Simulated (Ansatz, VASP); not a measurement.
# One calculation of SnSe2, two programs

Contents of INCAR:

```
SYSTEM = SnSe2
PREC = Accurate ; ENCUT = 520
EDIFF = 1E-6 ; ISMEAR = 0
SIGMA = 0.05 ; LREAL = .False.
LASPH = .True. ; NELM = 60
ALGO = Normal ; ISIF = 2
LWAVE = .False. ; LCHARG = .False.
GGA = PE ; IVDW = 12
NBANDS = 35
```

KPOINTS

```
regular mesh
0
Gamma
  8 8 3
  0 0 0
```

Contents of POSCAR:

```
SnSe2
1.0
   -3.8109987816      0.0000000000      0.0000000000
   -1.9054993908     -3.3004217586      0.0000000000
    0.0000000000      0.0000000000     12.1240000000
Sn Se
2 4
Direct
    0.0000000000      0.0000000000      0.7592791158
    0.0000000000      0.0000000000      0.2530930386
    0.3333333333      0.3333333333      0.8858256351
    0.3333333333      0.3333333333      0.3796395579
    0.6666666667      0.6666666667      0.1265465193
    0.6666666667      0.6666666667      0.6327325965
```

Input for Ansatz:

```yaml
crystal:
  lattice:
    - [-3.8109987816, 0.0, 0.0]
    - [-1.9054993908, -3.3004217586, 0.0]
    - [0.0, 0.0, 12.124]
  atoms:
    - { symbol: Sn, position: [0.0, 0.0, 0.7592791158] }
    - { symbol: Sn, position: [0.0, 0.0, 0.2530930386] }
    - { symbol: Se, position: [0.3333333333, 0.3333333333, 0.8858256351] }
    - { symbol: Se, position: [0.3333333333, 0.3333333333, 0.3796395579] }
    - { symbol: Se, position: [0.6666666667, 0.6666666667, 0.1265465193] }
    - { symbol: Se, position: [0.6666666667, 0.6666666667, 0.6327325965] }
basis:
  ecutwfc: 420
kpoints:
  mp_grid: { grid: [8, 8, 3] }
hamiltonian:
  xc: pbe
  dispersion: d3bj
scf:
  occupations: { method: gaussian, width: 0.05 }
output:
  forces: true
  stress: true
  eigenvalues: true
```

Alike in both runs: task single point; functional PBE; dispersion D3(BJ); k mesh 8 × 8 × 3; occupations gaussian, width 0.05 eV; no spin polarisation.

|  | VASP | Ansatz |
| --- | --- | --- |
| version | VASP 6.6.1 | Ansatz 0.2.0 |
| potentials or method | VASP PAW PBE potentials, release 64 (Sn_d, Se), cutoff 520 eV | scalar-relativistic, plane waves, PAW |
| valence electrons in the cell | 52 | 92 |

Ansatz gave:

- gap on the k mesh at the Fermi level (eV): 0.69
- least direct gap on the mesh (eV): 1.02
- pressure (GPa): 3.1
- traceless stress, the component that is largest in VASP (GPa): 0.93
- rms of the force components (eV/Å): 0.334

**Question.** Estimate VASP's values.

**Answer.** gap on the k mesh at the Fermi level (eV): 0.68; least direct gap on the mesh (eV): 1.01; pressure (GPa): 3.2; traceless stress, the component that is largest in VASP (GPa): 0.93; rms of the force components (eV/Å): 0.342.

Atom by atom the forces differ by 0.008 eV/Å (rms over components). VASP's potentials hold 52 valence electrons a cell and Ansatz's 92, so a difference there can come from the potentials and not from the codes.
